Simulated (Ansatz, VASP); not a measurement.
Pd: VASP beside Ansatz

Contents of INCAR:

```
PREC     = Accurate       # precision mode
ENCUT    = 520            # plane-wave cutoff, eV
EDIFF    = 1E-6           # SCF threshold, eV
ISMEAR   = -1             # smearing method
SIGMA    = 0.1            # smearing width, eV
LREAL    = False          # projectors in reciprocal space
LASPH    = True           # aspherical terms in the spheres
NELM     = 60             # most SCF steps
ALGO     = Normal         # electronic algorithm
ISIF     = 2              # what is computed and relaxed
LWAVE    = False          # write WAVECAR
LCHARG   = False          # write CHGCAR
GGA      = PS             # functional
NBANDS   = 11             # bands
```

Contents of KPOINTS:

```
Automatic mesh
0
Gamma
  14 14 14
```

The input POSCAR:

```
Pd
1.0
    2.4595584241      0.0000000000      0.0000000000
    0.0000000000      2.4595584241      0.0000000000
    0.0000000000      0.0000000000      2.4595584241
Pd
1
Direct
    0.0000000000      0.0000000000      0.0000000000
```

Input for Ansatz:

```yaml
crystal:
  lattice:
    - [2.4595584241, 0.0, 0.0]
    - [0.0, 2.4595584241, 0.0]
    - [0.0, 0.0, 2.4595584241]
  atoms:
    - { symbol: Pd, position: [0.0, 0.0, 0.0] }
hamiltonian:
  xc: pbesol
  pseudopotentials:
    kind: paw
    azcp:
      Pd: "pseudopotentials/Pd.paw.azcp"
basis:
  ecutwfc: 420
  fft_grid_basis: typed
kpoints:
  mp_grid: { grid: [14, 14, 14], shift: [0, 0, 0] }
magnetization:
  spin_polarized: false
scf:
  occupations: { method: fermi_dirac, width: 0.1 }
  lower_state_search: "off"
output:
  stress: true
```

Alike in both runs: task single point; functional PBEsol; k mesh 14 × 14 × 14; occupations fermi-dirac, width 0.1 eV; no spin polarisation.

|  | VASP | Ansatz |
| --- | --- | --- |
| version | VASP 6.6.1 | Ansatz 0.2.0 |
| potentials or method | VASP PAW PBE potentials, release 64 (Pd), cutoff 520 eV | plane waves (420 eV) with PAW, scalar-relativistic |
| valence electrons in the cell | 10 | 18 |

```csv
,VASP,Ansatz,Ansatz less VASP
pressure (GPa),25.8,26.5,+0.73
```

VASP's potentials were made for PBE, not for PBEsol, and Ansatz warns of the same on its side. With one functional, cell and mesh, what is left measures potentials, basis and numerics. VASP's potentials hold 10 valence electrons a cell and Ansatz's 18, so a difference there can come from the potentials and not from the codes.
